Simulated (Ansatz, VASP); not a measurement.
## One calculation of ZrC, two programs

```
Zr C
1.0
     0.00000    2.27970    2.35021
     2.27970    0.00000    2.35021
     2.27970    2.27970    0.00000
Zr C
1 1
Direct
  0.50000 0.50000 0.50000
  0.00000 0.00000 0.00000
```

Change from the starting cell: equal xx and yy strain of -3 %, PAW files.

Alike in both runs: task electric field gradients; functional PBE; k mesh 15 × 15 × 15; occupations fermi-dirac, width 0.05 eV; no spin polarisation.

|  | VASP | Ansatz |
| --- | --- | --- |
| version | VASP 6.6.1 | Ansatz 0.2.0 |
| potentials or method | VASP PAW PBE potentials, release 64 (Zr_sv, C) | PAW with Ansatz's default frozen-core files, scalar-relativistic |
| plane-wave cutoff (eV) | 520 | 420 |
| valence electrons in the cell | 16 | 16 |

```tsv
	VASP	Ansatz	Ansatz less VASP
pressure (GPa)	17.5	17.3	-0.29
traceless stress, the component that is largest in VASP (GPa)	-9.31	-9.27	+0.038
size of Vzz on the site where it differs most (V/Å²)	46.6	47.3	+0.73
```
